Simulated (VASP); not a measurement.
# Fe (Pm-3m) in VASP: relaxation of cell and atoms with RPBE

Aim: the relaxation of cell and atoms of Fe with RPBE.

Program: VASP 6.6.1. These are calculated values, not measurements. Logs are shortened: lines on timing, memory, paths and dates and some standing lists are left out, and cuts for length are marked.

### 1 The cell of the first run

Symmetry: Pm-3m, No. 221, cubic system. Conventional cell: a = 2.334 Å, b = 2.334 Å, c = 2.334 Å, α = 90.00°, β = 90.00°, γ = 90.00°. Within 3.1 Å of Fe (site symmetry m-3m) lie 6 Fe at 2.33 Å.

This isn't the form of Fe at room conditions, which is bcc.

### 2 Relaxation of cell and atoms, RPBE, collinear spin, ferromagnetic start

INCAR reads:

```
SYSTEM = Fe
PREC = Accurate
ENCUT = 600
EDIFF = 1E-7
ISMEAR = -1
SIGMA = 0.05
LREAL = .FALSE.
LASPH = .TRUE.
NELM = 200
ALGO = Normal
ISIF = 3
LWAVE = .FALSE.
LCHARG = .FALSE.
ISPIN = 2
MAGMOM = 2.5
LORBIT = 11
LMAXMIX = 4
GGA = RP
IBRION = 2
NSW = 80
EDIFFG = -0.01
GGA_COMPAT = .FALSE.
NELMIN = 4
```

KPOINTS reads:

```
Automatic mesh
0
G
  13 13 13
  0 0 0
```

POSCAR reads:

```
Fe
1.0
    2.3342634294      0.0000000000      0.0000000000
    0.0000000000      2.3342634294      0.0000000000
    0.0000000000      0.0000000000      2.3342634294
Fe
1
Direct
    0.0000000000      0.0000000000      0.0000000000
```

Potentials or basis: VASP PAW PBE potentials, release 64 (Fe_sv).

Launch:

```bash
$ cat potpaw_PBE.64/Fe_sv/POTCAR > POTCAR
$ mpirun -np 1 vasp_std > vasp.out
```

OUTCAR:

```text
SYSTEM = Fe
   PREC = Accurate
   ENCUT = 600
   EDIFF = 1E-7
   ISMEAR = -1
   LREAL = .FALSE.
   LASPH = .TRUE.
   NELM = 200
   ISIF = 3
   ISPIN = 2
   LORBIT = 11
   GGA = RP
   IBRION = 2
   NSW = 80
   EDIFFG = -0.01
   NELMIN = 4

 ion  position               nearest neighbor table
   1  0.000  0.000  0.000-

  LATTYP: Found a simple cubic cell.
 ALAT       =     2.3342634294

  Lattice vectors:

 A1 = (   2.3342634294,   0.0000000000,   0.0000000000)
 A2 = (   0.0000000000,   2.3342634294,   0.0000000000)
 A3 = (   0.0000000000,   0.0000000000,   2.3342634294)

Analysis of symmetry for initial positions (statically):
=====================================================================
 Subroutine PRICEL returns:
 Original cell was already a primitive cell.

 Routine SETGRP: Setting up the symmetry group for a
 simple cubic supercell.

 Subroutine GETGRP returns: Found 48 space group operations
 (whereof 48 operations were pure point group operations)
 out of a pool of 48 trial point group operations.

The static configuration has the point symmetry O_h .

Analysis of symmetry for dynamics (positions and initial velocities):
=====================================================================
 Subroutine PRICEL returns:
 Original cell was already a primitive cell.

 Routine SETGRP: Setting up the symmetry group for a
 simple cubic supercell.

 Subroutine GETGRP returns: Found 48 space group operations
 (whereof 48 operations were pure point group operations)
 out of a pool of 48 trial point group operations.

The dynamic configuration has the point symmetry O_h .

Analysis of structural, dynamic, and magnetic symmetry:
=====================================================================
 Subroutine PRICEL returns:
 Original cell was already a primitive cell.

 Routine SETGRP: Setting up the symmetry group for a
 simple cubic supercell.

 Subroutine GETGRP returns: Found 48 space group operations
 (whereof 48 operations were pure point group operations)
 out of a pool of 48 trial point group operations.

The overall configuration has the point symmetry O_h .

 Subroutine INISYM returns: Found 48 space group operations
 (whereof 48 operations are pure point group operations),
 and found     1 'primitive' translations

----------------------------------------------------------------------------------------

                                     Primitive cell

  volume of cell :      12.7189

  direct lattice vectors                    reciprocal lattice vectors
     2.334263429  0.000000000  0.000000000     0.428400663  0.000000000  0.000000000
     0.000000000  2.334263429  0.000000000     0.000000000  0.428400663  0.000000000
     0.000000000  0.000000000  2.334263429     0.000000000  0.000000000  0.428400663

  length of vectors
     2.334263429  2.334263429  2.334263429     0.428400663  0.428400663  0.428400663

  position of ions in fractional coordinates (direct lattice)
     0.000000000  0.000000000  0.000000000

  ion indices of the primitive-cell ions
   primitive index   ion index
                 1           1

----------------------------------------------------------------------------------------

 KPOINTS: Automatic mesh

Automatic generation of k-mesh.
 Grid dimensions read from file:
 generate k-points for:   13   13   13

 Generating k-lattice:

  Cartesian coordinates                     Fractional coordinates (reciprocal lattice)
     0.032953897  0.000000000  0.000000000     0.076923077  0.000000000  0.000000000
     0.000000000  0.032953897  0.000000000     0.000000000  0.076923077  0.000000000
     0.000000000  0.000000000  0.032953897     0.000000000  0.000000000  0.076923077

  Length of vectors
     0.032953897  0.032953897  0.032953897

  Shift w.r.t. Gamma in fractional coordinates (k-lattice)
     0.000000000  0.000000000  0.000000000

 Subroutine IBZKPT returns following result:
 ===========================================

 Found     84 irreducible k-points:

 Following reciprocal coordinates:
            Coordinates               Weight
  0.000000  0.000000  0.000000      1.000000
  0.076923  0.000000  0.000000      6.000000
  0.153846  0.000000  0.000000      6.000000
  0.230769  0.000000  0.000000      6.000000
  0.307692  0.000000  0.000000      6.000000
  0.384615  0.000000  0.000000      6.000000
[... 16 lines left out ...]
  0.307692  0.307692  0.000000     12.000000
  0.384615  0.307692  0.000000     24.000000
 [... further k-points ...]
   k-points           NKPTS =     84   k-points in BZ     NKDIM =     84   number of bands    NBANDS=     13
   number of dos      NEDOS =    301   number of ions     NIONS =      1
   total plane-waves  NPLWV =   8000
   dimension x,y,z NGX =    20 NGY =   20 NGZ =   20
   dimension x,y,z NGXF=    40 NGYF=   40 NGZF=   40
   ions per type =               1
   NGX,Y,Z   is equivalent  to a cutoff of  14.24, 14.24, 14.24 a.u.
   NGXF,Y,Z  is equivalent  to a cutoff of  28.49, 28.49, 28.49 a.u.
 SYSTEM =  Fe
   PREC   = accura    normal or accurate (medium, high low for compatibility)
   ISTART =      0    job   : 0-new  1-cont  2-samecut
   ICHARG =      2    charge: 1-file 2-atom 10-const
   ISPIN  =      2    spin polarized calculation?
   LNONCOLLINEAR =      F non collinear calculations
   LSORBIT =      F    spin-orbit coupling
   LASPH  =      T    aspherical Exc in radial PAW
   ENCUT  =  600.0 eV  44.10 Ry    6.64 a.u.   4.66  4.66  4.66*2*pi/ulx,y,z
   NELM   =    200;   NELMIN=  4; NELMDL= -5     # of ELM steps
   EDIFF  = 0.1E-06   stopping-criterion for ELM
   LREAL  =      F    real-space projection
   EDIFFG = -.1E-01   stopping-criterion for IOM
   NSW    =     80    number of steps for IOM
   IBRION =      2    ionic relax: 0-MD 1-quasi-New 2-CG
   NFREE  =      1    steps in history (QN), initial steepest desc. (CG)
   ISIF   =      3    stress and relaxation
   ISYM   =      2    0-nonsym 1-usesym 2-fastsym
   POTIM  = 0.5000    time-step for ionic-motion
   TEBEG  =    0.0;   TEEND  =   0.0 temperature during run
   PSTRESS=    0.0 pullay stress
   NELECT =      16.0000    total number of electrons
   NUPDOWN=      -1.0000    fix difference up-down
   EMIN   =  10.00;   EMAX   =-10.00  energy-range for DOS
   EFERMI =   0.00;   METHOD = LEGACY
   ISMEAR =    -1;   SIGMA  =   0.05  broadening in eV -4-tet -1-fermi 0-gaus
   EFERMI_NEDOS =   21; number of points for ismear=-14 and -15
   IALGO  =     38    algorithm
   IMIX   =      4    mixing-type and parameters
     AMIX     =   0.40;   BMIX     =  1.00
     AMIX_MAG =   1.60;   BMIX_MAG =  1.00
  volume/ion in A,a.u.               =      12.72        85.83
  Fermi-wavevector in a.u.,A,eV,Ry     =   1.767251  3.339621 42.493402  3.123177
  Thomas-Fermi vector in A             =   2.834673
   LORBIT       =     11    0 simple, 1 ext, 2 COOP (PROOUT), +10 PAW based schemes
   GGA     = RP    functional components
   LHFCALC =     F    Hartree Fock is set to
   AEXX    =    0.0000 exact exchange contribution
   IVDW    =     0    specifies the selected vdW correction
   LEPSILON=     F    determine dielectric tensor
   LRPA    =     F    only Hartree local field effects (RPA)
 conjugate gradient relaxation of ions
 spin polarized calculation
  energy-cutoff  :      600.00
  volume of cell :       12.72
 maximum number of plane-waves:       449
 NGX is ok and might be reduce to    20
   NGX =  9   NGY =  9   NGZ =  9

--------------------------------------- Ionic step        1  -------------------------------------------

 number of electron      16.0000028 magnetization       2.3863904

 Free energy of the ion-electron system (eV)
  ---------------------------------------------------
  ext. energy  EPLUGINS =         0.00000000
  ---------------------------------------------------
  free energy    TOTEN  =        -7.09043643 eV

  energy without entropy =       -7.08416944  energy(sigma->0) =       -7.08730294

------------------------ aborting loop because EDIFF is reached ----------------------------------------

  FORCE on cell =-STRESS in cart. coord.  units (eV):
  Direction    XX          YY          ZZ          XY          YZ          ZX
  --------------------------------------------------------------------------------------
  -------------------------------------------------------------------------------------
  Total        0.7056494      0.7056494      0.7056494      0.0000000     -0.0000000      0.0000000
  in kB       88.8893991     88.8893991     88.8893991      0.0000000     -0.0000000      0.0000000
  external PRESSURE =      88.8893991 kB  Pullay stress =       0.0000000 kB

 VOLUME and BASIS-vectors are now :
 -----------------------------------------------------------------------------
  energy-cutoff  :      600.00
  volume of cell :       12.72
      direct lattice vectors                 reciprocal lattice vectors
     2.334263429  0.000000000  0.000000000     0.428400663  0.000000000  0.000000000
     0.000000000  2.334263429  0.000000000     0.000000000  0.428400663  0.000000000
     0.000000000  0.000000000  2.334263429     0.000000000  0.000000000  0.428400663

 POSITION                                       TOTAL-FORCE (eV/Angst)
 -----------------------------------------------------------------------------------
      0.00000      0.00000      0.00000         0.000000      0.000000      0.000000
 -----------------------------------------------------------------------------------
    total drift:                               -0.000000      0.000000      0.000000

  FREE ENERGIE OF THE ION-ELECTRON SYSTEM (eV)
  ---------------------------------------------------
  free  energy   TOTEN  =        -7.0904364346 eV

  energy  without entropy=       -7.0841694359  energy(sigma->0) =       -7.08730294

--------------------------------------- Ionic step        2  -------------------------------------------

 number of electron      15.9999976 magnetization       2.5156128

 E-fermi :   9.4090     XC(G=0): -12.2105

 val. band max:        9.3856634901   @ k =   0.3846   0.3077   0.2308
 cond. band min:       9.4527816617   @ k =   0.3077   0.2308   0.2308
 fundamental gap:      0.0671181716
 Fermi energy:         9.4089861922

 spin component 1

 k-point     1 :       0.0000    0.0000    0.0000
  band No.  band energies     occupation
      1     -78.9557      1.00000
      2     -44.7396      1.00000
      3     -44.7396      1.00000
      4     -44.7396      1.00000
      5       1.8408      1.00000
      6       5.6372      1.00000
      7       5.6372      1.00000
      8       8.6660      1.00000
      9       8.6660      1.00000
     10       8.6660      1.00000
     11      27.2726      0.00000
     12      27.2726      0.00000
     13      27.2726      0.00000
[... 778 lines left out ...]
 POSITION                                       TOTAL-FORCE (eV/Angst)
 -----------------------------------------------------------------------------------
      0.00000      0.00000      0.00000         0.000000      0.000000      0.000000
 -----------------------------------------------------------------------------------
    total drift:                               -0.000000      0.000000      0.000000

  FREE ENERGIE OF THE ION-ELECTRON SYSTEM (eV)
  ---------------------------------------------------
  free  energy   TOTEN  =        -7.0990438133 eV

  energy  without entropy=       -7.0922775704  energy(sigma->0) =       -7.09566069

--------------------------------------- Ionic step        3  -------------------------------------------

 number of electron      16.0000023 magnetization       2.4475533

 Free energy of the ion-electron system (eV)
  ---------------------------------------------------
  ext. energy  EPLUGINS =         0.00000000
  ---------------------------------------------------
  free energy    TOTEN  =        -7.10959040 eV

  energy without entropy =       -7.10424772  energy(sigma->0) =       -7.10691906

 E-fermi :  10.0342     XC(G=0): -12.4631

 val. band max:       10.0230714906   @ k =   0.3846   0.2308   0.0000
 cond. band min:      10.0517436528   @ k =   0.3077   0.3077   0.0769
 fundamental gap:      0.0286721622
 Fermi energy:        10.0341914100

 spin component 1

 k-point     1 :       0.0000    0.0000    0.0000
  band No.  band energies     occupation
      1     -78.3558      1.00000
      2     -44.1113      1.00000
      3     -44.1113      1.00000
      4     -44.1113      1.00000
      5       2.2119      1.00000
      6       6.1006      1.00000
      7       6.1007      1.00000
      8       9.3603      1.00000
      9       9.3603      1.00000
     10       9.3603      1.00000
     11      28.3945      0.00000
     12      28.3945      0.00000
     13      28.3945      0.00000
[... 778 lines left out ...]
 POSITION                                       TOTAL-FORCE (eV/Angst)
 -----------------------------------------------------------------------------------
      0.00000      0.00000      0.00000         0.000000     -0.000000      0.000000
 -----------------------------------------------------------------------------------
    total drift:                                0.000000      0.000000      0.000000

  FREE ENERGIE OF THE ION-ELECTRON SYSTEM (eV)
  ---------------------------------------------------
  free  energy   TOTEN  =        -7.1095903959 eV

  energy  without entropy=       -7.1042477160  energy(sigma->0) =       -7.10691906

 reached required accuracy - stopping structural energy minimisation

 total charge

# of ion       s       p       d       tot
------------------------------------------
    1        2.192   6.010   5.574  13.776

 magnetization (x)

# of ion       s       p       d       tot
------------------------------------------
    1        0.005   0.002   2.371   2.379
```

Run time: 41 s. Hardware: 1 thread of Intel Xeon 6975P-C (Granite Rapids), shared host; peak memory 0.15 GiB.

What came out:

* Free energy: -7.1096 eV
* Relaxed volume: 13.45 Å³/atom
* Relaxed cell: a = 2.378 Å, b = 2.378 Å, c = 2.378 Å, α = 90.00°, β = 90.00°, γ = 90.00°
* Space group after relaxing (to 0.1 Å): Pm-3m (No. 221)
* Energy gained by relaxing: 19.2 meV/atom
* Ionic steps: 3
* Pressure after relaxing: 0.0 GPa
* Net moment: 2.45 μB per cell
* Site moments: Fe +2.38 μB
* Valence electrons inside the program's atomic spheres: Fe 13.78

The path:
```tsv
step	energy change (eV)	largest force (eV/Å)	pressure (GPa)	volume (Å³)
1	0.0000	0.0000	8.89	12.72
2	-0.0086	0.0000	-5.05	14.06
3	-0.0192	0.0000	-0.04	13.45
```

Final structure:
```yaml
crystal:
  lattice:
    - [2.37825, 0.00000, 0.00000]
    - [0.00000, 2.37825, 0.00000]
    - [0.00000, 0.00000, 2.37825]
  atoms:
    - { symbol: Fe, position: [0.00000, 0.00000, 0.00000] }
```

Levels at points of the mesh, in eV from the Fermi level:
Spin up:
| k point | band 6 | band 7 | band 8 | band 9 | band 10 | band 11 | band 12 | band 13 |
| --- | --- | --- | --- | --- | --- | --- | --- | --- |
| (0.00, 0.00, 0.00) | -3.93 | -3.93 | -0.67 | -0.67 | -0.67 | 18.36 | 18.36 | 18.36 |
Spin down:
```csv
k point,band 3,band 4,band 5,band 6,band 7,band 8,band 9,band 10,band 11,band 12
"(0.00, 0.00, 0.00)",-51.33,-51.33,-7.56,-2.36,-2.36,2.52,2.52,2.52,18.94,18.94
```

Caveat: the PAW data sets were made with another functional, which shifts forces and pressure a little.
